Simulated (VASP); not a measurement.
# HgTe (zincblende type) (F-43m) in VASP: notebook, part 4 of 4

VASP 6.6.1. The steps go on from the part before.

## 5. Single point, LDA

This run uses another cell than the first one, of 33.29 Å³/atom, 1.136 times its volume.

The input, INCAR:

```
PREC = Accurate
ENCUT = 520
EDIFF = 1E-6
ISMEAR = -1
SIGMA = 0.05
LREAL = False
LASPH = True
NELM = 60
ALGO = Normal
ISIF = 2
LWAVE = False
LCHARG = False
NBANDS = 16
```

The input, KPOINTS:

```
Automatic mesh
0
Gamma
  11 11 11
```

The input, POSCAR:

```
HgTe
1.0
    0.0000000000      3.2169425638      3.2169425638
    3.2169425638      0.0000000000      3.2169425638
    3.2169425638      3.2169425638      0.0000000000
Hg Te
1 1
Direct
    0.0000000000      0.0000000000      0.0000000000
    0.2500000000      0.2500000000      0.2500000000
```

Potentials or basis: VASP PAW LDA potentials, release 64 (Hg, Te).

Command:

```bash
> cat potpaw_LDA.64/Hg/POTCAR potpaw_LDA.64/Te/POTCAR > POTCAR
> mpirun -np 1 vasp_std > vasp.out
```

OUTCAR:

```text
PREC = Accurate
   ENCUT = 520
   EDIFF = 1E-6
   ISMEAR = -1
   LREAL = False
   LASPH = True
   NELM = 60
   ISIF = 2

 ion  position               nearest neighbor table
   1  0.000  0.000  0.000-   2 2.79   2 2.79   2 2.79   2 2.79
   2  0.250  0.250  0.250-   1 2.79   1 2.79   1 2.79   1 2.79

  LATTYP: Found a face centered cubic cell.
 ALAT       =     6.4338851276

  Lattice vectors:

 A1 = (   0.0000000000,   3.2169425638,   3.2169425638)
 A2 = (   3.2169425638,   0.0000000000,   3.2169425638)
 A3 = (   3.2169425638,   3.2169425638,   0.0000000000)

Analysis of symmetry for initial positions (statically):
=====================================================================
 Subroutine PRICEL returns:
 Original cell was already a primitive cell.

 Routine SETGRP: Setting up the symmetry group for a
 face centered cubic supercell.

 Subroutine GETGRP returns: Found 24 space group operations
 (whereof 24 operations were pure point group operations)
 out of a pool of 48 trial point group operations.

The static configuration has the point symmetry T_d .

Analysis of symmetry for dynamics (positions and initial velocities):
=====================================================================
 Subroutine PRICEL returns:
 Original cell was already a primitive cell.

 Routine SETGRP: Setting up the symmetry group for a
 face centered cubic supercell.

 Subroutine GETGRP returns: Found 24 space group operations
 (whereof 24 operations were pure point group operations)
 out of a pool of 48 trial point group operations.

The dynamic configuration has the point symmetry T_d .

 Subroutine INISYM returns: Found 24 space group operations
 (whereof 24 operations are pure point group operations),
 and found     1 'primitive' translations

----------------------------------------------------------------------------------------

                                     Primitive cell

[... 109 lines left out ...]
     AMIX     =   0.40;   BMIX     =  1.00
     AMIX_MAG =   1.60;   BMIX_MAG =  1.00
  volume/ion in A,a.u.               =      33.29       224.66
  Fermi-wavevector in a.u.,A,eV,Ry     =   1.058552  2.000374 15.245779  1.120533
  Thomas-Fermi vector in A             =   2.193866
   LORBIT       =      0    0 simple, 1 ext, 2 COOP (PROOUT), +10 PAW based schemes
   GGA     = CA    functional components
   LHFCALC =     F    Hartree Fock is set to
   AEXX    =    0.0000 exact exchange contribution
   IVDW    =     0    specifies the selected vdW correction
   LEPSILON=     F    determine dielectric tensor
   LRPA    =     F    only Hartree local field effects (RPA)
 non-spin polarized calculation
  energy-cutoff  :      520.00
  volume of cell :       66.58
 maximum number of plane-waves:      1820
 NGX is ok and might be reduce to    36
   NGX = 17   NGY = 17   NGZ = 17

 number of electron      18.0000000 magnetization

 Free energy of the ion-electron system (eV)
  ---------------------------------------------------
  ext. energy  EPLUGINS =         0.00000000
  ---------------------------------------------------
  free energy    TOTEN  =        -5.03832821 eV

  energy without entropy =       -5.03802181  energy(sigma->0) =       -5.03817501

 E-fermi :   3.1386     XC(G=0):  -9.1614

 val. band max:        3.0536658565   @ k =   0.0000   0.0000   0.0000
 cond. band min:       3.4995509337   @ k =   0.0909   0.0000   0.0000
 fundamental gap:      0.4458850773
 Fermi energy:         3.1386419565

 k-point     1 :       0.0000    0.0000    0.0000
  band No.  band energies     occupation
      1      -9.0894      2.00000
      2      -4.4039      2.00000
      3      -4.4039      2.00000
      4      -4.4039      2.00000
      5      -3.8536      2.00000
      6      -3.8536      2.00000
[... 433 lines left out ...]
      3      -4.2898      2.00000
      4      -4.1954      2.00000
      5      -3.8780      2.00000
      6      -3.8265      2.00000
[... 8 lines left out ...]
     15      12.0836      0.00000
     16      12.3298      0.00000

 [... further k-points ...]

------------------------ aborting loop because EDIFF is reached ----------------------------------------

  FORCE on cell =-STRESS in cart. coord.  units (eV):
  Direction    XX          YY          ZZ          XY          YZ          ZX
  --------------------------------------------------------------------------------------
  -------------------------------------------------------------------------------------
  Total        0.1183212      0.1183212      0.1183212      0.0000000     -0.0000000      0.0000000
  in kB        2.8471686      2.8471686      2.8471686      0.0000000     -0.0000000      0.0000000
  external PRESSURE =       2.8471686 kB  Pullay stress =       0.0000000 kB

 VOLUME and BASIS-vectors are now :
 -----------------------------------------------------------------------------
  energy-cutoff  :      520.00
  volume of cell :       66.58
      direct lattice vectors                 reciprocal lattice vectors
     0.000000000  3.216942564  3.216942564    -0.155427083  0.155427083  0.155427083
     3.216942564  0.000000000  3.216942564     0.155427083 -0.155427083  0.155427083
     3.216942564  3.216942564  0.000000000     0.155427083  0.155427083 -0.155427083

 POSITION                                       TOTAL-FORCE (eV/Angst)
 -----------------------------------------------------------------------------------
      0.00000      0.00000      0.00000        -0.000000     -0.000000     -0.000000
      1.60847      1.60847      1.60847         0.000000      0.000000      0.000000
 -----------------------------------------------------------------------------------
    total drift:                                0.000000      0.000000     -0.000000

  FREE ENERGIE OF THE ION-ELECTRON SYSTEM (eV)
  ---------------------------------------------------
  free  energy   TOTEN  =        -5.0383282134 eV

  energy  without entropy=       -5.0380218126  energy(sigma->0) =       -5.03817501
```

OSZICAR:

```text
N       E                     dE             d eps       ncg     rms          rms(c)
DAV:   1     0.104460810907E+03    0.10446E+03   -0.80528E+03  1800   0.974E+02
DAV:   2    -0.155345680201E+01   -0.10601E+03   -0.98876E+02  2064   0.227E+02
DAV:   3    -0.523426765812E+01   -0.36808E+01   -0.36717E+01  2208   0.439E+01
DAV:   4    -0.526950448600E+01   -0.35237E-01   -0.35235E-01  2616   0.393E+00
DAV:   5    -0.526960515967E+01   -0.10067E-03   -0.10067E-03  2344   0.189E-01    0.790E+00
DAV:   6    -0.505546485654E+01    0.21414E+00   -0.40387E-01  2176   0.882E+00    0.622E+00
DAV:   7    -0.504133657518E+01    0.14128E-01   -0.93110E-02  2152   0.214E+00    0.218E+00
DAV:   8    -0.503866408454E+01    0.26725E-02   -0.10630E-02  1936   0.122E+00    0.519E-01
DAV:   9    -0.503833298131E+01    0.33110E-03   -0.69708E-04  2344   0.295E-01    0.119E-01
DAV:  10    -0.503832734494E+01    0.56364E-05   -0.64844E-05  2272   0.721E-02    0.502E-02
DAV:  11    -0.503832924272E+01   -0.18978E-05   -0.14610E-05  2296   0.337E-02    0.268E-02
DAV:  12    -0.503832819742E+01    0.10453E-05   -0.25258E-06  1992   0.136E-02    0.123E-02
DAV:  13    -0.503832821343E+01   -0.16005E-07   -0.20085E-07  1064   0.271E-03
   1 F= -.50383282E+01 E0= -.50381750E+01  d E =-.306401E-03
```

Run time: 46 s. Hardware: 1 thread of Intel Xeon Platinum 8259CL at 2.50GHz (Skylake/Cascade Lake), shared host; peak memory 0.2 GiB.

What came out:

```
Free energy            : -5.0383 eV
Pressure               : 0.3 GPa
Band gap on the k mesh : zero (filled and empty bands touch)
```

Levels at points of the mesh, in eV from the Fermi level:
```csv
k point,band 6,band 7,band 8,band 9,band 10,band 11,band 12,band 13
"(0.00, 0.00, 0.00)",-6.99,-0.92,-0.08,-0.08,-0.08,4.05,4.05,4.05
```

Caveat: spin-orbit coupling is left out, which moves the levels of the heavy elements.

## 6. Single point, LDA

This run uses another cell than the first one, of 33.29 Å³/atom, 1.136 times its volume.

The input, INCAR:

```
SYSTEM = HgTe
PREC = Accurate
ENCUT = 520
EDIFF = 1E-6
ISMEAR = -1
SIGMA = 0.05
LREAL = .FALSE.
LASPH = .TRUE.
NELM = 60
ALGO = Normal
ISIF = 2
LWAVE = .FALSE.
LCHARG = .FALSE.
NBANDS = 16
```

The input, KPOINTS:

```
Automatic mesh
0
G
  11 11 11
  0 0 0
```

POSCAR is that of step 5.

Potentials or basis: VASP PAW LDA potentials, release 64 (Hg, Te).

Command:

```bash
> cat potpaw_LDA.64/Hg/POTCAR potpaw_LDA.64/Te/POTCAR > POTCAR
> mpirun -np 1 vasp_std > vasp.out
```

OUTCAR:

```text
SYSTEM = HgTe
   PREC = Accurate
   ENCUT = 520
   EDIFF = 1E-6
   ISMEAR = -1
   LREAL = .FALSE.
   LASPH = .TRUE.
   NELM = 60
   ISIF = 2

 ion  position               nearest neighbor table
   1  0.000  0.000  0.000-   2 2.79   2 2.79   2 2.79   2 2.79
   2  0.250  0.250  0.250-   1 2.79   1 2.79   1 2.79   1 2.79

  LATTYP: Found a face centered cubic cell.
 ALAT       =     6.4338851276

  Lattice vectors:

 A1 = (   0.0000000000,   3.2169425638,   3.2169425638)
 A2 = (   3.2169425638,   0.0000000000,   3.2169425638)
 A3 = (   3.2169425638,   3.2169425638,   0.0000000000)

Analysis of symmetry for initial positions (statically):
=====================================================================
 Subroutine PRICEL returns:
 Original cell was already a primitive cell.

 Routine SETGRP: Setting up the symmetry group for a
 face centered cubic supercell.

 Subroutine GETGRP returns: Found 24 space group operations
 (whereof 24 operations were pure point group operations)
 out of a pool of 48 trial point group operations.

The static configuration has the point symmetry T_d .

[... 154 lines left out ...]
  ext. energy  EPLUGINS =         0.00000000
  ---------------------------------------------------
  free energy    TOTEN  =        -5.03832821 eV

  energy without entropy =       -5.03802181  energy(sigma->0) =       -5.03817501

 E-fermi :   3.1386     XC(G=0):  -9.1614

 val. band max:        3.0536658565   @ k =   0.0000   0.0000   0.0000
 cond. band min:       3.4995509337   @ k =   0.0909   0.0000   0.0000
 fundamental gap:      0.4458850773
 Fermi energy:         3.1386419565

 k-point     1 :       0.0000    0.0000    0.0000
  band No.  band energies     occupation
      1      -9.0894      2.00000
      2      -4.4039      2.00000
      3      -4.4039      2.00000
      4      -4.4039      2.00000
      5      -3.8536      2.00000
      6      -3.8536      2.00000
[... 433 lines left out ...]
      3      -4.2898      2.00000
      4      -4.1954      2.00000
      5      -3.8780      2.00000
      6      -3.8265      2.00000
[... 8 lines left out ...]
     15      12.0836      0.00000
     16      12.3298      0.00000

 [... further k-points ...]
[... 5 lines left out ...]
  --------------------------------------------------------------------------------------
  -------------------------------------------------------------------------------------
  Total        0.1183212      0.1183212      0.1183212      0.0000000     -0.0000000      0.0000000
  in kB        2.8471686      2.8471686      2.8471686      0.0000000     -0.0000000      0.0000000
  external PRESSURE =       2.8471686 kB  Pullay stress =       0.0000000 kB

 VOLUME and BASIS-vectors are now :
 -----------------------------------------------------------------------------
  energy-cutoff  :      520.00
  volume of cell :       66.58
      direct lattice vectors                 reciprocal lattice vectors
     0.000000000  3.216942564  3.216942564    -0.155427083  0.155427083  0.155427083
     3.216942564  0.000000000  3.216942564     0.155427083 -0.155427083  0.155427083
     3.216942564  3.216942564  0.000000000     0.155427083  0.155427083 -0.155427083

 POSITION                                       TOTAL-FORCE (eV/Angst)
 -----------------------------------------------------------------------------------
      0.00000      0.00000      0.00000        -0.000000     -0.000000     -0.000000
      1.60847      1.60847      1.60847         0.000000      0.000000      0.000000
 -----------------------------------------------------------------------------------
    total drift:                                0.000000      0.000000     -0.000000

  FREE ENERGIE OF THE ION-ELECTRON SYSTEM (eV)
  ---------------------------------------------------
  free  energy   TOTEN  =        -5.0383282134 eV

  energy  without entropy=       -5.0380218126  energy(sigma->0) =       -5.03817501
```

stdout:

```text
POSCAR found type information on POSCAR HgTe
 POSCAR found :  2 types and       2 ions
 scaLAPACK will be used
 LDA part: xc-table for (Slater(with rela. corr.)+CA(PZ))
 , standard interpolation
 POSCAR, INCAR and KPOINTS ok, starting setup
 FFT: planning ... GRIDC
 FFT: planning ... GRID_SOFT
 FFT: planning ... GRID
 WAVECAR not read
 entering main loop
```

Wall time 46 s (1 thread of Intel Xeon Platinum 8259CL at 2.50GHz (Skylake/Cascade Lake), shared host); peak memory 0.21 GiB.

What came out:

```
Free energy            : -5.0383 eV
Pressure               : 0.3 GPa
Band gap on the k mesh : zero (filled and empty bands touch)
```

Levels at points of the mesh, in eV from the Fermi level:
```
           k point  band 7  band 8  band 9  band 10  band 11  band 12
(0.00, 0.00, 0.00)   -0.92   -0.08   -0.08    -0.08     4.05     4.05
```

Caveat: spin-orbit coupling is left out, which moves the levels of the heavy elements.

## 7. Summary

```tsv
cell	gap on the mesh (eV)	pressure (GPa)
a = 4.360 Å, angles 60.0°, 2 atoms	none	8.9
a = 4.457 Å, angles 60.0°, 2 atoms	none	3.8
a = 4.549 Å, angles 60.0°, 2 atoms	none	0.3
```

Alike in all rows: task single point; level LDA; potentials or basis VASP PAW LDA potentials, release 64 (Hg, Te); no spin polarisation; k mesh 11 × 11 × 11; cutoff (eV) 520; smearing fermi-dirac 0.05 eV.

Caveats: spin-orbit coupling is left out, which moves the levels of the heavy elements.

Total energies depend on the potentials used, so only differences within one code and one set of settings carry meaning.
